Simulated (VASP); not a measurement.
# Pb in VASP: settings compared, part 2 of 2

VASP 6.6.1. Earlier steps stand in the parts before.

### Step 4. Single point, PBEsol

This run uses another cell than the first one, of 32.42 Å³/atom, 0.943 times its volume.

INCAR

```
SYSTEM = Pb
PREC     = Accurate       ! precision mode
ENCUT    = 520            ! plane-wave cutoff, eV
EDIFF    = 1E-7           ! SCF threshold, eV
ISMEAR   = -1             ! smearing method
SIGMA    = 0.05           ! smearing width, eV
LREAL    = .False.        ! projectors in reciprocal space
LASPH    = .True.         ! aspherical terms in the spheres
NELM     = 100            ! most SCF steps
ALGO     = Normal         ! electronic algorithm
ISIF     = 2              ! what is computed and relaxed
LWAVE    = .False.        ! write WAVECAR
LCHARG   = .True.         ! write CHGCAR
GGA      = PS             ! functional
LELF     = .True.         ! ELF
LVHAR    = .True.       
NBANDS   = 21             ! bands
```

KPOINTS

```
Automatic mesh
0
Gamma
  5 5 3
  0 0 0
```

POSCAR

```
Pb
1.0
    3.0386068135     -1.7503199600      0.0000000000
    3.0386068135      1.7503199600      0.0000000000
   -2.1154626375      0.0000000000      6.0952248674
Pb
2
Direct
    0.9085084100      0.9085084100      0.7262922000
    0.0914915900      0.0914915900      0.2737078000
```

Potentials or basis: VASP PAW PBE potentials, release 64 (Pb_d).

The run is started by

```
> cat potpaw_PBE.64/Pb_d/POTCAR > POTCAR
> mpirun -np 1 vasp_std > vasp.out
```

Run time: 20 s. Hardware: 1 thread of Intel Xeon 6975P-C, shared host; peak memory 0.19 GiB.

Results (log left out):

```yaml
Free_energy: -7.7844 eV
Pressure: -1.5 GPa
Largest_force: 0.069 eV/Å
Band_gap_on_the_k_mesh: zero (band 14 reaches 12.54 eV, above the bottom of band 15 at 5.64 eV)
```

Forces on the atoms (eV/Å):
```
Pb   0.054  0.000 -0.043
Pb  -0.054  0.000  0.043
```

Stress tensor (GPa, compression positive):
```
-2.60  0.00 -0.10
 0.00 -0.50  0.00
-0.10  0.00 -1.35
```

Levels at points of the mesh, in eV from the Fermi level:
| k point | band 12 | band 13 | band 14 | band 15 | band 16 | band 17 |
| --- | --- | --- | --- | --- | --- | --- |
| (0.00, 0.00, 0.00) | -8.34 | -3.94 | 6.27 | 6.47 | 6.52 | 6.57 |

Caveat: the k points lie up to 0.42 Å⁻¹ apart; the PAW data sets were made with another functional, which shifts forces and pressure a little; spin-orbit coupling is left out, which moves the levels of the heavy elements.

### Step 5. Single point, r2SCAN

This run uses another cell than the first one, of 32.42 Å³/atom, 0.943 times its volume.

POSCAR is that of step 4.

INCAR.step1

```
PREC = Accurate ; ENCUT = 520
ISMEAR = -1 ; SIGMA = 0.05
LREAL = False ; LASPH = True
NELM = 100 ; NBANDS = 21
GGA = PE ; ALGO = Normal
EDIFF = 1E-4 ; LWAVE = True
LCHARG = False
```

INCAR.step2

```
PREC = Accurate ; ENCUT = 520
EDIFF = 1E-7 ; ISMEAR = -1
SIGMA = 0.05 ; LREAL = False
LASPH = True ; NELM = 100
ALGO = Normal ; ISIF = 2
LWAVE = False ; LCHARG = True
METAGGA = R2SCAN ; LMIXTAU = True
LELF = True ; LVHAR = True
NBANDS = 21 ; ISTART = 1
```

KPOINTS

```
Automatic mesh
0
Gamma
  5 5 3
```

Potentials or basis: VASP PAW PBE potentials, release 64 (Pb_d).

The run is started by

```
> cat potpaw_PBE.64/Pb_d/POTCAR > POTCAR
> cp INCAR.step1 INCAR
> mpirun -np 1 vasp_std > vasp.out
> cp INCAR.step2 INCAR
> mpirun -np 1 vasp_std > vasp.out
```

OUTCAR:

```text
PREC = Accurate
   ENCUT = 520
   EDIFF = 1E-7
   ISMEAR = -1
   LREAL = False
   LASPH = True
   NELM = 100
   ISIF = 2
   METAGGA = R2SCAN
   ISTART = 1

 ion  position               nearest neighbor table
   1  0.909  0.909  0.726-   2 3.34   2 3.41   2 3.41   2 3.45
   2  0.091  0.091  0.274-   1 3.34   1 3.41   1 3.41   1 3.45

  LATTYP: Found a base centered monoclinic cell.
 ALAT       =     6.0772136270
 B/A-ratio  =     0.5760271293
 C/A-ratio  =     1.0616534713
 COS(beta)  =    -0.3278823751

  Lattice vectors:

 A1 = (   3.0386068135,  -1.7503199600,   0.0000000000)
 A2 = (   3.0386068135,   1.7503199600,   0.0000000000)
 A3 = (  -2.1154626375,   0.0000000000,   6.0952248674)

Analysis of symmetry for initial positions (statically):
=====================================================================
 Subroutine PRICEL returns:
 Original cell was already a primitive cell.

 Routine SETGRP: Setting up the symmetry group for a
 base centered monoclinic supercell.

 Subroutine GETGRP returns: Found  4 space group operations
 (whereof  4 operations were pure point group operations)
 out of a pool of  4 trial point group operations.

The static configuration has the point symmetry C_2h.

Analysis of symmetry for dynamics (positions and initial velocities):
=====================================================================
 Subroutine PRICEL returns:
 Original cell was already a primitive cell.

 Routine SETGRP: Setting up the symmetry group for a
 base centered monoclinic supercell.

 Subroutine GETGRP returns: Found  4 space group operations
 (whereof  4 operations were pure point group operations)
 out of a pool of  4 trial point group operations.

The dynamic configuration has the point symmetry C_2h.

[... 108 lines left out ...]
   NELECT =      28.0000    total number of electrons
   NUPDOWN=      -1.0000    fix difference up-down
   EMIN   =  10.00;   EMAX   =-10.00  energy-range for DOS
   EFERMI =   0.00;   METHOD = LEGACY
   ISMEAR =    -1;   SIGMA  =   0.05  broadening in eV -4-tet -1-fermi 0-gaus
   EFERMI_NEDOS =   21; number of points for ismear=-14 and -15
   IALGO  =     38    algorithm
   IMIX   =      4    mixing-type and parameters
     AMIX     =   0.40;   BMIX     =  1.00
     AMIX_MAG =   1.60;   BMIX_MAG =  1.00
  volume/ion in A,a.u.               =      32.42       218.77
  Fermi-wavevector in a.u.,A,eV,Ry     =   1.237438  2.338420 20.833975  1.531254
  Thomas-Fermi vector in A             =   2.372006
   LORBIT       =      0    0 simple, 1 ext, 2 COOP (PROOUT), +10 PAW based schemes
   METAGGA = R2SCAN    functional components
   LHFCALC =     F    Hartree Fock is set to
   AEXX    =    0.0000 exact exchange contribution
   IVDW    =     0    specifies the selected vdW correction
   LEPSILON=     F    determine dielectric tensor
   LRPA    =     F    only Hartree local field effects (RPA)
 non-spin polarized calculation
  energy-cutoff  :      520.00
  volume of cell :       64.84
 maximum number of plane-waves:      1770
 NGX is ok and might be reduce to    28

 number of electron      27.9999996 magnetization

 Free energy of the ion-electron system (eV)
  ---------------------------------------------------
  ext. energy  EPLUGINS =         0.00000000
  ---------------------------------------------------
  free energy    TOTEN  =      -112.39177982 eV

  energy without entropy =     -112.37592586  energy(sigma->0) =     -112.38385284

 E-fermi :   6.4159     XC(G=0): -10.5165

 val. band max:        6.3425173108   @ k =  -0.4000   0.0000   0.3333
 cond. band min:       6.4400854873   @ k =   0.4000   0.0000  -0.0000
 fundamental gap:      0.0975681766
 Fermi energy:         6.4159312552

 k-point     1 :       0.0000    0.0000    0.0000
  band No.  band energies     occupation
      1     -11.3277      2.00000
      2     -11.2040      2.00000
      3     -11.2034      2.00000
      4     -11.2007      2.00000
      5     -11.2005      2.00000
      6     -11.1835      2.00000
[... 565 lines left out ...]
     20      15.2552      0.00000
     21      16.0023      0.00000

------------------------ aborting loop because EDIFF is reached ----------------------------------------

  FORCE on cell =-STRESS in cart. coord.  units (eV):
  Direction    XX          YY          ZZ          XY          YZ          ZX
  --------------------------------------------------------------------------------------
  -------------------------------------------------------------------------------------
  Total       -0.4784762      0.4123300      0.0363790      0.0000000      0.0000000     -0.0302553
  in kB      -11.8238587     10.1892869      0.8989789      0.0000000      0.0000000     -0.7476532
  external PRESSURE =      -0.2451976 kB  Pullay stress =       0.0000000 kB

 VOLUME and BASIS-vectors are now :
 -----------------------------------------------------------------------------
  energy-cutoff  :      520.00
  volume of cell :       64.84
      direct lattice vectors                 reciprocal lattice vectors
     3.038606813 -1.750319960  0.000000000     0.164549095 -0.285662057  0.057109864
     3.038606813  1.750319960  0.000000000     0.164549095  0.285662057  0.057109864
    -2.115462637  0.000000000  6.095224867     0.000000000  0.000000000  0.164062856

 POSITION                                       TOTAL-FORCE (eV/Angst)
 -----------------------------------------------------------------------------------
      3.98476      0.00000      4.42691         0.054878      0.000000     -0.036122
     -0.02300      0.00000      1.66831        -0.054878      0.000000      0.036122
 -----------------------------------------------------------------------------------
    total drift:                                0.000000      0.000000     -0.000000

  FREE ENERGIE OF THE ION-ELECTRON SYSTEM (eV)
  ---------------------------------------------------
  free  energy   TOTEN  =      -112.3917798182 eV

  energy  without entropy=     -112.3759258568  energy(sigma->0) =     -112.38385284
```

Run time: 92 s. Hardware: 1 thread of Intel Xeon 6975P-C, shared host; peak memory 0.2 GiB.

What came out:

| Item | Value |
| --- | --- |
| Free energy | -112.3918 eV |
| Pressure | 0.0 GPa |
| Largest force | 0.066 eV/Å |
| Band gap on the k mesh | zero (band 14 reaches 12.96 eV, above the bottom of band 15 at 5.75 eV) |

Forces in eV/Å, atoms in the order of the input:
```
Pb   0.055  0.000 -0.036
Pb  -0.055  0.000  0.036
```

Caveat: the k points lie up to 0.42 Å⁻¹ apart; the PAW data sets were made with another functional, which shifts forces and pressure a little; spin-orbit coupling is left out, which moves the levels of the heavy elements.

### Step 6. Single point, PBEsol (atoms moved at random)

INCAR

```
SYSTEM = Pb
PREC     = Accurate       ! precision mode
ENCUT    = 520            ! plane-wave cutoff, eV
EDIFF    = 1E-6           ! SCF threshold, eV
ISMEAR   = -1             ! smearing method
SIGMA    = 0.05           ! smearing width, eV
LREAL    = .FALSE.        ! projectors in reciprocal space
LASPH    = .TRUE.         ! aspherical terms in the spheres
NELM     = 60             ! most SCF steps
ALGO     = Fast           ! electronic algorithm
ISIF     = 2              ! what is computed and relaxed
LWAVE    = .FALSE.        ! write WAVECAR
LCHARG   = .FALSE.        ! write CHGCAR
GGA      = PS             ! functional
NBANDS   = 21             ! bands
```

KPOINTS

```
regular mesh
0
G
  9 9 5
  0 0 0
```

POSCAR

```
Pb
1.0
    3.0386068135     -1.7503199600      0.0000000000
    3.0386068135      1.7503199600      0.0000000000
   -2.1154626375      0.0000000000      6.0952248674
Pb
2
Direct
    0.8992000000      0.9126090000      0.7288880000
    0.0934150000      0.0824840000      0.2714710000
```

Potentials or basis: VASP PAW PBE potentials, release 64 (Pb_d).

The run is started by

```
> cat potpaw_PBE.64/Pb_d/POTCAR > POTCAR
> mpirun -np 1 vasp_std > vasp.out
```

OUTCAR:

```text
SYSTEM = Pb
   PREC = Accurate
   ENCUT = 520
   EDIFF = 1E-6
   ISMEAR = -1
   LREAL = .FALSE.
   LASPH = .TRUE.
   NELM = 60
   ISIF = 2
   GGA = PS

 ion  position               nearest neighbor table
   1  0.899  0.913  0.729-   2 3.31   2 3.41   2 3.45   2 3.48
   2  0.093  0.082  0.271-   1 3.31   1 3.41   1 3.45   1 3.48

  LATTYP: Found a base centered monoclinic cell.
 ALAT       =     6.0772136270
 B/A-ratio  =     0.5760271293
 C/A-ratio  =     1.0616534713
 COS(beta)  =    -0.3278823751

  Lattice vectors:

 A1 = (   3.0386068135,  -1.7503199600,   0.0000000000)
 A2 = (   3.0386068135,   1.7503199600,   0.0000000000)
 A3 = (  -2.1154626375,   0.0000000000,   6.0952248674)

Analysis of symmetry for initial positions (statically):
=====================================================================
 Subroutine PRICEL returns:
 Original cell was already a primitive cell.

 Routine SETGRP: Setting up the symmetry group for a
 base centered monoclinic supercell.

 Subroutine GETGRP returns: Found  2 space group operations
 (whereof  1 operations were pure point group operations)
 out of a pool of  4 trial point group operations.

The static configuration has the point symmetry C_1 .
 The point group associated with its full space group is S_2 .

Analysis of symmetry for dynamics (positions and initial velocities):
=====================================================================
 Subroutine PRICEL returns:
 Original cell was already a primitive cell.

 Routine SETGRP: Setting up the symmetry group for a
 base centered monoclinic supercell.

 Subroutine GETGRP returns: Found  2 space group operations
 (whereof  1 operations were pure point group operations)
 out of a pool of  4 trial point group operations.

The dynamic configuration has the point symmetry C_1 .
 The point group associated with its full space group is S_2 .

[... 113 lines left out ...]
   ISMEAR =    -1;   SIGMA  =   0.05  broadening in eV -4-tet -1-fermi 0-gaus
   EFERMI_NEDOS =   21; number of points for ismear=-14 and -15
   IALGO  =     68    algorithm
   IMIX   =      4    mixing-type and parameters
     AMIX     =   0.40;   BMIX     =  1.00
     AMIX_MAG =   1.60;   BMIX_MAG =  1.00
  volume/ion in A,a.u.               =      32.42       218.77
  Fermi-wavevector in a.u.,A,eV,Ry     =   1.237438  2.338420 20.833975  1.531254
  Thomas-Fermi vector in A             =   2.372006
   LORBIT       =      0    0 simple, 1 ext, 2 COOP (PROOUT), +10 PAW based schemes
   GGA     = PS    functional components
   LHFCALC =     F    Hartree Fock is set to
   AEXX    =    0.0000 exact exchange contribution
   IVDW    =     0    specifies the selected vdW correction
   LEPSILON=     F    determine dielectric tensor
   LRPA    =     F    only Hartree local field effects (RPA)
 non-spin polarized calculation
 RMM-DIIS sequential band-by-band and
  energy-cutoff  :      520.00
  volume of cell :       64.84
 maximum number of plane-waves:      1772
 NGX is ok and might be reduce to    28

 number of electron      28.0000005 magnetization

 Free energy of the ion-electron system (eV)
  ---------------------------------------------------
  ext. energy  EPLUGINS =         0.00000000
  ---------------------------------------------------
  free energy    TOTEN  =        -7.85522842 eV

  energy without entropy =       -7.84699224  energy(sigma->0) =       -7.85111033

 E-fermi :   6.3072     XC(G=0):  -9.9842

 val. band max:        6.3060071827   @ k =  -0.1111   0.2222  -0.4000
 cond. band min:       6.3120865381   @ k =  -0.1111   0.2222  -0.2000
 fundamental gap:      0.0060793554
 Fermi energy:         6.3072210125

 k-point     1 :       0.0000    0.0000    0.0000
  band No.  band energies     occupation
      1     -10.7269      2.00000
      2     -10.5938      2.00000
      3     -10.5934      2.00000
      4     -10.5899      2.00000
      5     -10.5896      2.00000
      6     -10.5697      2.00000
[... 565 lines left out ...]
     20      15.4983      0.00000
     21      17.0028      0.00000

 [... further k-points ...]

------------------------ aborting loop because EDIFF is reached ----------------------------------------

  FORCE on cell =-STRESS in cart. coord.  units (eV):
  Direction    XX          YY          ZZ          XY          YZ          ZX
  --------------------------------------------------------------------------------------
  -------------------------------------------------------------------------------------
  Total       -0.7831271     -0.7956185     -0.7736355     -0.0227975     -0.0445253     -0.0077548
  in kB      -19.3522365    -19.6609169    -19.1176849     -0.5633605     -1.1002857     -0.1916320
  external PRESSURE =     -19.3769461 kB  Pullay stress =       0.0000000 kB

 VOLUME and BASIS-vectors are now :
 -----------------------------------------------------------------------------
  energy-cutoff  :      520.00
  volume of cell :       64.84
      direct lattice vectors                 reciprocal lattice vectors
     3.038606813 -1.750319960  0.000000000     0.164549095 -0.285662057  0.057109864
     3.038606813  1.750319960  0.000000000     0.164549095  0.285662057  0.057109864
    -2.115462637  0.000000000  6.095224867     0.000000000  0.000000000  0.164062856

 POSITION                                       TOTAL-FORCE (eV/Angst)
 -----------------------------------------------------------------------------------
      3.96344      0.02347      4.44274         0.027075     -0.009929     -0.193547
     -0.03980     -0.01913      1.65468        -0.027075      0.009929      0.193547
 -----------------------------------------------------------------------------------
    total drift:                               -0.000008      0.000023      0.000001

  FREE ENERGIE OF THE ION-ELECTRON SYSTEM (eV)
  ---------------------------------------------------
  free  energy   TOTEN  =        -7.8552284189 eV

  energy  without entropy=       -7.8469922404  energy(sigma->0) =       -7.85111033
```

Wall time 5.4 min (1 thread of AMD EPYC 7R43 (Zen 3), shared host); peak memory 0.3 GiB.

What came out:

- Free energy: -7.8552 eV
- Pressure: -1.9 GPa
- Largest force: 0.196 eV/Å
- Band gap on the k mesh: zero (band 14 reaches 12.52 eV, above the bottom of band 15 at 4.92 eV)

Forces in eV/Å, atoms in the order of the input:
```
Pb   0.027 -0.010 -0.194
Pb  -0.027  0.010  0.194
```

Stress tensor (GPa, compression positive):
```
-1.94 -0.06 -0.02
-0.06 -1.97 -0.11
-0.02 -0.11 -1.91
```

Levels at points of the mesh, in eV from the Fermi level:
| k point | band 11 | band 12 | band 13 | band 14 | band 15 | band 16 | band 17 | band 18 |
| --- | --- | --- | --- | --- | --- | --- | --- | --- |
| (0.00, 0.00, 0.00) | -11.44 | -8.38 | -3.99 | 6.21 | 6.47 | 6.50 | 6.57 | 6.64 |

Caveat: the cell differs from its parent crystal (atoms moved at random); the PAW data sets were made with another functional, which shifts forces and pressure a little; spin-orbit coupling is left out, which moves the levels of the heavy elements.

### Step 7. The runs side by side

| level | potentials or basis | cell | k mesh | gap on the mesh (eV) | pressure (GPa) | largest force (eV/Å) |
| --- | --- | --- | --- | --- | --- | --- |
| PBEsol | VASP PAW PBE potentials, release 64 (Pb_d) | a = 3.575, b = 3.575, c = 6.578 Å, angles 106.5, 106.5, 59.9°, 2 atoms | 9 × 9 × 5 | none | -3.7 | 0.23 |
| LDA | VASP PAW LDA potentials, release 64 (Pb_d) | a = 3.507, b = 3.507, c = 6.452 Å, angles 106.5, 106.5, 59.9°, 2 atoms | 5 × 5 × 3 | none | -2.8 | 0.09 |
| PBEsol | VASP PAW PBE potentials, release 64 (Pb_d) | a = 3.507, b = 3.507, c = 6.452 Å, angles 106.5, 106.5, 59.9°, 2 atoms | 5 × 5 × 3 | none | -1.5 | 0.07 |
| r2SCAN | VASP PAW PBE potentials, release 64 (Pb_d) | a = 3.507, b = 3.507, c = 6.452 Å, angles 106.5, 106.5, 59.9°, 2 atoms | 5 × 5 × 3 | none | 0.0 | 0.07 |
| PBEsol | VASP PAW PBE potentials, release 64 (Pb_d) | a = 3.507, b = 3.507, c = 6.452 Å, angles 106.5, 106.5, 59.9°, 2 atoms | 9 × 9 × 5 | none | -1.9 | 0.20 |

Some of these runs hold the atoms at other places in the same cell, which the table doesn't show; runs alike in all that it shows share one row.

Alike in all rows: task single point; no spin polarisation; cutoff (eV) 520; smearing fermi-dirac 0.05 eV.

Caveats: some runs use coarse meshes; spin-orbit coupling is left out, which moves the levels of the heavy elements; the PAW data sets were made with another functional, which shifts forces and pressure a little (some runs).

Total energies depend on the potentials used, so only differences within one code and one set of settings carry meaning.
